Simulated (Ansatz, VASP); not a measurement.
**Sn: VASP beside Ansatz**

INCAR

```
  PREC = Accurate
  ENCUT = 520
  EDIFF = 1E-7
  ISMEAR = -1
  SIGMA = 0.05
  LREAL = F
  LASPH = T
  NELM = 80
  ALGO = Normal
  ISIF = 2
  LWAVE = F
  LCHARG = F
  GGA = PE
  NBANDS = 21
```

File KPOINTS:

```
regular mesh
0
Gamma
  13 13 13
```

File POSCAR:

```
Sn
1.0
   -2.2431720579      2.2431720579      1.2127430682
    2.2431720579     -2.2431720579      1.2127430682
    2.2431720579      2.2431720579     -1.2127430682
Sn
2
Direct
   -0.3750000000     -0.1250000000     -0.2500000000
    0.3750000000      0.1250000000      0.2500000000
```

Input for Ansatz:

```yaml
crystal:
  lattice:
    - [-2.2431720579, 2.2431720579, 1.2127430682]
    - [2.2431720579, -2.2431720579, 1.2127430682]
    - [2.2431720579, 2.2431720579, -1.2127430682]
  atoms:
    - { symbol: Sn, position: [-0.375, -0.125, -0.25] }
    - { symbol: Sn, position: [0.375, 0.125, 0.25] }
kpoints:
  mp_grid: { grid: [13, 13, 13] }
  band_path:
    path:
      - [0.0, 0.0, 0.0]
      - [0.0, 0.0, 0.5]
      - [-0.5, 0.5, 0.5]
      - [0.0, 0.0, 0.0]
      - [0.3230722428, 0.3230722428, -0.3230722428]
      - [-0.3230722428, 0.6769277572, 0.3230722428]
      - [-0.5, 0.5, 0.5]
      - [0.0, 0.0, 0.5]
      - [0.25, 0.25, 0.25]
    npoints: 8
scf:
  occupations: { method: fermi_dirac, width: 0.05 }
hamiltonian:
  xc: pbe
  pseudopotentials: { kind: paw }
output:
  forces: true
  stress: true
  eigenvalues: true
  populations: true
  dos: { projected: true, de: 0.2, e_range: [-14, 8] }
  write_density: true
  write_potential: true
  elf: true
  volumetric_format: npy
```

Change from the starting cell: volume scaled by 0.43, PAW files.

Alike in both runs: task single point; functional PBE; k mesh 13 × 13 × 13; occupations fermi-dirac, width 0.05 eV; no spin polarisation.

|  | VASP | Ansatz |
| --- | --- | --- |
| version | VASP 6.6.1 | Ansatz 0.2.0 |
| potentials or method | VASP PAW PBE potentials, release 64 (Sn_d) | PAW with Ansatz's default frozen-core files, scalar-relativistic |
| plane-wave cutoff (eV) | 520 | 420 |
| valence electrons in the cell | 28 | 28 |

```tsv
	VASP	Ansatz	Ansatz less VASP
pressure (GPa)	309.4	308.2	-1.19
traceless stress, the component that is largest in VASP (GPa)	0.16	0.18	+0.021
```

Both programs put the cell under a high pressure, so it lies far from rest at this level.

Noted on VASP's run: the cell as given lies far from equilibrium.
